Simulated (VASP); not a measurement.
# Ga (P6/mmm) in VASP: a series of runs

Ga is run at these levels: PBE; tasks: single point.

Everything below comes from runs of VASP 6.6.1. Logs are shortened: lines on timing, memory, paths and dates and some standing lists are left out, and cuts for length are marked.

### Step 1. The cell of the first run

The structure is hexagonal, space group P6/mmm (No. 191). Conventional cell: a = 4.769 Å, b = 4.769 Å, c = 3.057 Å, α = 90.00°, β = 90.00°, γ = 120.00°. Within 4.0 Å of Ga (site symmetry 6/mmm) lie 14 Ga at 3.06 to 3.15 Å. Within 3.6 Å of Ga (site symmetry -6m2) lie 11 Ga at 2.75 to 3.15 Å.

### Step 2. Single point, PBE (volume scaled by 1.04)

The input, INCAR:

```
PREC     = Accurate       # precision mode
ENCUT    = 520            # plane-wave cutoff, eV
EDIFF    = 1E-6           # SCF threshold, eV
ISMEAR   = -1             # smearing method
SIGMA    = 0.1            # smearing width, eV
LREAL    = F              # projectors in reciprocal space
LASPH    = T              # aspherical terms in the spheres
NELM     = 60             # most SCF steps
ALGO     = Normal         # electronic algorithm
ISIF     = 2              # what is computed and relaxed
LWAVE    = F              # write WAVECAR
LCHARG   = T              # write CHGCAR
GGA      = PE             # functional
LELF     = T              # ELF
LVHAR    = T            
NBANDS   = 26             # bands
```

The input, KPOINTS:

```
regular mesh
0
Gamma
  9 9 12
```

The input, POSCAR:

```
Ga
1.0
    4.7690413340      0.0000000000      0.0000000000
   -2.3845206670      4.1301109469      0.0000000000
    0.0000000000      0.0000000000      3.0567222002
Ga
3
Direct
    1.0000000000      1.0000000000      0.0000000000
    0.3333333333      0.6666666667      0.5000000000
    0.6666666667      0.3333333333      0.5000000000
```

Potentials or basis: VASP PAW PBE potentials, release 64 (Ga_d).

On the command line:

```console
> cat potpaw_PBE.64/Ga_d/POTCAR > POTCAR
> mpirun -np 1 vasp_std > vasp.out
```

OUTCAR:

```text
PREC = Accurate
   ENCUT = 520
   EDIFF = 1E-6
   ISMEAR = -1
   LREAL = F
   LASPH = T
   NELM = 60
   ISIF = 2
   GGA = PE

 ion  position               nearest neighbor table
   1  0.000  0.000  0.000-
   2  0.333  0.667  0.500-   3 2.75   3 2.75   3 2.75
   3  0.667  0.333  0.500-   2 2.75   2 2.75   2 2.75

  LATTYP: Found a hexagonal cell.
 ALAT       =     4.7690413340
 C/A-ratio  =     0.6409510814

  Lattice vectors:

 A1 = (   4.7690413340,   0.0000000000,   0.0000000000)
 A2 = (  -2.3845206670,   4.1301109469,   0.0000000000)
 A3 = (   0.0000000000,   0.0000000000,   3.0567222002)

Analysis of symmetry for initial positions (statically):
=====================================================================
 Subroutine PRICEL returns:
 Original cell was already a primitive cell.

 Routine SETGRP: Setting up the symmetry group for a
 hexagonal supercell.

 Subroutine GETGRP returns: Found 24 space group operations
 (whereof 24 operations were pure point group operations)
 out of a pool of 24 trial point group operations.

The static configuration has the point symmetry D_6h.

Analysis of symmetry for dynamics (positions and initial velocities):
=====================================================================
 Subroutine PRICEL returns:
 Original cell was already a primitive cell.

 Routine SETGRP: Setting up the symmetry group for a
 hexagonal supercell.

 Subroutine GETGRP returns: Found 24 space group operations
 (whereof 24 operations were pure point group operations)
 out of a pool of 24 trial point group operations.

The dynamic configuration has the point symmetry D_6h.

 Subroutine INISYM returns: Found 24 space group operations
 (whereof 24 operations are pure point group operations),
 and found     1 'primitive' translations

----------------------------------------------------------------------------------------

                                     Primitive cell

  volume of cell :      60.2072

  direct lattice vectors                    reciprocal lattice vectors
     4.769041334  0.000000000  0.000000000     0.209685748  0.121062123  0.000000000
    -2.384520667  4.130110947  0.000000000     0.000000000  0.242124246  0.000000000
     0.000000000  0.000000000  3.056722200     0.000000000  0.000000000  0.327147819

  length of vectors
     4.769041334  4.769041334  3.056722200     0.242124246  0.242124246  0.327147819

  position of ions in fractional coordinates (direct lattice)
     0.000000000  0.000000000  0.000000000
     0.333333333  0.666666667  0.500000000
     0.666666667  0.333333333  0.500000000

  ion indices of the primitive-cell ions
   primitive index   ion index
                 1           1
                 2           2
                 3           3

----------------------------------------------------------------------------------------

 KPOINTS: regular mesh

Automatic generation of k-mesh.
 Grid dimensions read from file:
 generate k-points for:    9    9   12

 Generating k-lattice:

  Cartesian coordinates                     Fractional coordinates (reciprocal lattice)
     0.023298416  0.013451347  0.000000000     0.111111111  0.000000000  0.000000000
     0.000000000  0.026902694  0.000000000     0.000000000  0.111111111  0.000000000
     0.000000000  0.000000000  0.027262318     0.000000000  0.000000000  0.083333333

  Length of vectors
     0.026902694  0.026902694  0.027262318

  Shift w.r.t. Gamma in fractional coordinates (k-lattice)
     0.000000000  0.000000000  0.000000000

 Subroutine IBZKPT returns following result:
 ===========================================

 Found     84 irreducible k-points:

 Following reciprocal coordinates:
            Coordinates               Weight
  0.000000  0.000000  0.000000      1.000000
  0.111111 -0.000000  0.000000      6.000000
  0.222222 -0.000000  0.000000      6.000000
  0.333333 -0.000000  0.000000      6.000000
  0.444444 -0.000000  0.000000      6.000000
  0.111111  0.111111  0.000000      6.000000
[... 16 lines left out ...]
  0.333333  0.222222  0.083333     24.000000
  0.333333  0.333333  0.083333      4.000000
 [... further k-points ...]
   k-points           NKPTS =     84   k-points in BZ     NKDIM =     84   number of bands    NBANDS=     26
   number of dos      NEDOS =    301   number of ions     NIONS =      3
   total plane-waves  NPLWV =  31104
   dimension x,y,z NGX =    36 NGY =   36 NGZ =   24
   dimension x,y,z NGXF=    72 NGYF=   72 NGZF=   48
   ions per type =               3
   NGX,Y,Z   is equivalent  to a cutoff of  12.55, 12.55, 13.05 a.u.
   NGXF,Y,Z  is equivalent  to a cutoff of  25.10, 25.10, 26.11 a.u.
 SYSTEM =  unknown system
   PREC   = accura    normal or accurate (medium, high low for compatibility)
   ISTART =      0    job   : 0-new  1-cont  2-samecut
   ICHARG =      2    charge: 1-file 2-atom 10-const
   ISPIN  =      1    spin polarized calculation?
   LNONCOLLINEAR =      F non collinear calculations
   LSORBIT =      F    spin-orbit coupling
   LASPH  =      T    aspherical Exc in radial PAW
   ENCUT  =  520.0 eV  38.22 Ry    6.18 a.u.   8.87  8.87  5.68*2*pi/ulx,y,z
   NELM   =     60;   NELMIN=  2; NELMDL= -5     # of ELM steps
   EDIFF  = 0.1E-05   stopping-criterion for ELM
   LREAL  =      F    real-space projection
   EDIFFG = 0.1E-04   stopping-criterion for IOM
   NSW    =      0    number of steps for IOM
   IBRION =     -1    ionic relax: 0-MD 1-quasi-New 2-CG
   NFREE  =      0    steps in history (QN), initial steepest desc. (CG)
   ISIF   =      2    stress and relaxation
   ISYM   =      2    0-nonsym 1-usesym 2-fastsym
   POTIM  = 0.5000    time-step for ionic-motion
   TEBEG  =    0.0;   TEEND  =   0.0 temperature during run
   PSTRESS=    0.0 pullay stress
   NELECT =      39.0000    total number of electrons
   NUPDOWN=      -1.0000    fix difference up-down
   EMIN   =  10.00;   EMAX   =-10.00  energy-range for DOS
   EFERMI =   0.00;   METHOD = LEGACY
   ISMEAR =    -1;   SIGMA  =   0.10  broadening in eV -4-tet -1-fermi 0-gaus
   EFERMI_NEDOS =   21; number of points for ismear=-14 and -15
   IALGO  =     38    algorithm
   IMIX   =      4    mixing-type and parameters
     AMIX     =   0.40;   BMIX     =  1.00
     AMIX_MAG =   1.60;   BMIX_MAG =  1.00
  volume/ion in A,a.u.               =      20.07       135.43
  Fermi-wavevector in a.u.,A,eV,Ry     =   1.416490  2.676778 27.299318  2.006443
  Thomas-Fermi vector in A             =   2.537819
   LORBIT       =      0    0 simple, 1 ext, 2 COOP (PROOUT), +10 PAW based schemes
   GGA     = PE    functional components
   LHFCALC =     F    Hartree Fock is set to
   AEXX    =    0.0000 exact exchange contribution
   IVDW    =     0    specifies the selected vdW correction
   LEPSILON=     F    determine dielectric tensor
   LRPA    =     F    only Hartree local field effects (RPA)
 non-spin polarized calculation
  energy-cutoff  :      520.00
  volume of cell :       60.21
 maximum number of plane-waves:      1641
 NGX is ok and might be reduce to    36
   NGX = 17   NGY = 17   NGZ = 11

 number of electron      39.0000032 magnetization

 Free energy of the ion-electron system (eV)
  ---------------------------------------------------
  ext. energy  EPLUGINS =         0.00000000
  ---------------------------------------------------
  free energy    TOTEN  =        -8.58390317 eV

  energy without entropy =       -8.53137025  energy(sigma->0) =       -8.55763671

 E-fermi :   4.9706     XC(G=0): -10.7061

 val. band max:        4.9649769996   @ k =   0.4444  -0.0000   0.5000
 cond. band min:       5.0113519001   @ k =   0.2222  -0.0000   0.4167
 fundamental gap:      0.0463749005
 Fermi energy:         4.9706320589

 k-point     1 :       0.0000    0.0000    0.0000
  band No.  band energies     occupation
      1     -10.0237      2.00000
      2      -9.8763      2.00000
      3      -9.8763      2.00000
      4      -9.8509      2.00000
      5      -9.8480      2.00000
      6      -9.8221      2.00000
[... 18 lines left out ...]
     25      16.2029      0.00000
     26      16.2383      0.00000

 k-point     2 :       0.1111   -0.0000    0.0000
  band No.  band energies     occupation
      1     -10.0193      2.00000
      2      -9.8978      2.00000
      3      -9.8927      2.00000
      4      -9.8560      2.00000
      5      -9.8432      2.00000
      6      -9.8329      2.00000
[... 18 lines left out ...]
     25      15.8395      0.00000
     26      15.9786      0.00000

 k-point     3 :       0.2222   -0.0000    0.0000
  band No.  band energies     occupation
      1     -10.0078      2.00000
      2      -9.9351      2.00000
      3      -9.9209      2.00000
      4      -9.8700      2.00000
      5      -9.8489      2.00000
      6      -9.8454      2.00000
[... 18 lines left out ...]
     25      14.5401      0.00000
     26      14.8467      0.00000

 k-point     4 :       0.3333   -0.0000    0.0000
  band No.  band energies     occupation
      1      -9.9962      2.00000
      2      -9.9654      2.00000
      3      -9.9430      2.00000
      4      -9.8857      2.00000
      5      -9.8613      2.00000
      6      -9.8487      2.00000
[... 18 lines left out ...]
     25      13.5796      0.00000
     26      13.6663      0.00000
[... 496 lines left out ...]
      1      -9.9934      2.00000
      2      -9.9652      2.00000
      3      -9.9517      2.00000
      4      -9.8680      2.00000
      5      -9.8618      2.00000
      6      -9.8455      2.00000
[... 18 lines left out ...]
     25      12.5586      0.00000
     26      12.6505      0.00000

 k-point    23 :       0.3333    0.2222    0.0833
  band No.  band energies     occupation
      1     -10.0040      2.00000
      2      -9.9617      2.00000
      3      -9.9586      2.00000
      4      -9.8711      2.00000
      5      -9.8611      2.00000
      6      -9.8447      2.00000
[... 18 lines left out ...]
     25      12.7137      0.00000
     26      13.0932      0.00000

 k-point    24 :       0.3333    0.3333    0.0833
  band No.  band energies     occupation
      1     -10.0089      2.00000
      2      -9.9602      2.00000
      3      -9.9602      2.00000
      4      -9.8655      2.00000
      5      -9.8550      2.00000
      6      -9.8550      2.00000
[... 18 lines left out ...]
     25      13.7066      0.00000
     26      13.7079      0.00000

 [... further k-points ...]
[... 5 lines left out ...]
  --------------------------------------------------------------------------------------
  -------------------------------------------------------------------------------------
  Total       -0.4798966     -0.4798966     -0.6385057      0.0000000      0.0000000      0.0000000
  in kB      -12.7705476    -12.7705476    -16.9912979      0.0000000      0.0000000      0.0000000
  external PRESSURE =     -14.1774644 kB  Pullay stress =       0.0000000 kB

 VOLUME and BASIS-vectors are now :
 -----------------------------------------------------------------------------
  energy-cutoff  :      520.00
  volume of cell :       60.21
      direct lattice vectors                 reciprocal lattice vectors
     4.769041334  0.000000000  0.000000000     0.209685748  0.121062123  0.000000000
    -2.384520667  4.130110947  0.000000000     0.000000000  0.242124246  0.000000000
     0.000000000  0.000000000  3.056722200     0.000000000  0.000000000  0.327147819

 POSITION                                       TOTAL-FORCE (eV/Angst)
 -----------------------------------------------------------------------------------
      0.00000      0.00000      0.00000        -0.000000     -0.000000      0.000000
     -0.00000      2.75341      1.52836         0.000000      0.000000     -0.000000
      2.38452      1.37670      1.52836        -0.000000      0.000000      0.000000
 -----------------------------------------------------------------------------------
    total drift:                                0.000000      0.000000     -0.000000

  FREE ENERGIE OF THE ION-ELECTRON SYSTEM (eV)
  ---------------------------------------------------
  free  energy   TOTEN  =        -8.5839031691 eV

  energy  without entropy=       -8.5313702527  energy(sigma->0) =       -8.55763671
```

It took 52 s on 1 thread of AMD EPYC 9R45 (Zen 5), shared host; peak memory 0.21 GiB.

What came out:

```
Free energy : -8.5839 eV
Pressure    : -1.4 GPa
```

### Step 3. Single point, PBE (volume scaled by 1.08)

The input, INCAR:

```
SYSTEM = Ga
ALGO = Normal ; EDIFF = 1E-7
ENCUT = 520 ; GGA = PE
ISIF = 2 ; ISMEAR = -1
LASPH = .TRUE. ; LCHARG = .FALSE.
LREAL = .FALSE. ; LWAVE = .FALSE.
NBANDS = 26 ; NELM = 100
PREC = Accurate ; SIGMA = 0.1
```

The input, KPOINTS:

```
k-points
0
G
  9 9 12
  0 0 0
```

The input, POSCAR:

```
Ga
1.0
    4.8294153551      0.0000000000      0.0000000000
   -2.4147076776      4.1823963829      0.0000000000
    0.0000000000      0.0000000000      3.0954189942
Ga
3
Direct
    1.0000000000      1.0000000000      0.0000000000
    0.3333333333      0.6666666667      0.5000000000
    0.6666666667      0.3333333333      0.5000000000
```

Potentials or basis: VASP PAW PBE potentials, release 64 (Ga_d).

On the command line:

```console
> cat potpaw_PBE.64/Ga_d/POTCAR > POTCAR
> mpirun -np 1 vasp_std > vasp.out
```

It took 54 s on 1 thread of AMD EPYC 9R45 (Zen 5), shared host; peak memory 0.21 GiB.

It converged, with:

- Free energy: -8.5533 eV
- Pressure: -2.7 GPa

Stress tensor (GPa, compression positive):
```
-2.60  0.00  0.00
 0.00 -2.60  0.00
 0.00  0.00 -2.93
```

Levels at points of the mesh, in eV from the Fermi level:
| k point | band 16 | band 17 | band 18 | band 19 | band 20 | band 21 | band 22 | band 23 |
| --- | --- | --- | --- | --- | --- | --- | --- | --- |
| (0.00, 0.00, 0.00) | -10.31 | -2.79 | -2.50 | -0.96 | -0.96 | -0.75 | -0.75 | 4.63 |
| (0.00, 0.00, 0.50) | -6.91 | -5.71 | 0.63 | 1.29 | 1.29 | 1.37 | 1.54 | 2.06 |

### Step 4. Single point, PBE (volume scaled by 1.12)

The input, INCAR:

```
SYSTEM = Ga
PREC = Accurate ; ENCUT = 520
EDIFF = 1E-6 ; ISMEAR = -1
SIGMA = 0.1 ; LREAL = .FALSE.
LASPH = .TRUE. ; NELM = 100
ALGO = Normal ; ISIF = 2
LWAVE = .FALSE. ; LCHARG = .TRUE.
GGA = PE ; LELF = .TRUE.
LVHAR = .TRUE. ; NBANDS = 26
```

The input, KPOINTS:

```
Automatic mesh
0
G
  9 9 12
  0 0 0
```

The input, POSCAR:

```
Ga
1.0
    4.8883164693      0.0000000000      0.0000000000
   -2.4441582347      4.2334062441      0.0000000000
    0.0000000000      0.0000000000      3.1331717271
Ga
3
Direct
    1.0000000000      1.0000000000      0.0000000000
    0.3333333333      0.6666666667      0.5000000000
    0.6666666667      0.3333333333      0.5000000000
```

On the command line:

```console
> cat potpaw_PBE.64/Ga_d/POTCAR > POTCAR
> mpirun -np 1 vasp_std > vasp.out
```

Wall time 54 s (1 thread of AMD EPYC 9R45 (Zen 5), shared host); peak memory 0.21 GiB.

Results (log left out):

| Item | Value |
| --- | --- |
| Free energy | -8.5059 eV |
| Pressure | -3.7 GPa |

Stress tensor (GPa, compression positive):
```
-3.62  0.00  0.00
 0.00 -3.62  0.00
 0.00  0.00 -3.85
```

Levels at points of the mesh, in eV from the Fermi level:
```
           k point  band 16  band 17  band 18  band 19  band 20  band 21  band 22  band 23
(0.00, 0.00, 0.00)   -10.07    -2.88    -2.58    -0.89    -0.89    -0.68    -0.68     4.52
(0.00, 0.00, 0.50)    -6.80    -5.58     0.36     1.22     1.28     1.28     1.48     2.03
```

### Step 5. Overview

| cell | gap on the mesh (eV) | pressure (GPa) |
| --- | --- | --- |
| a = 4.769, b = 4.769, c = 3.057 Å, angles 90.0, 90.0, 120.0°, 3 atoms | none | -1.4 |
| a = 4.829, b = 4.829, c = 3.095 Å, angles 90.0, 90.0, 120.0°, 3 atoms | none | -2.7 |
| a = 4.888, b = 4.888, c = 3.133 Å, angles 90.0, 90.0, 120.0°, 3 atoms | none | -3.7 |

Alike in all rows: task single point; level PBE; potentials or basis VASP PAW PBE potentials, release 64 (Ga_d); no spin polarisation; k mesh 9 × 9 × 12; cutoff (eV) 520; smearing fermi-dirac 0.1 eV.

Absolute energies hang on the potentials; compare differences alone.
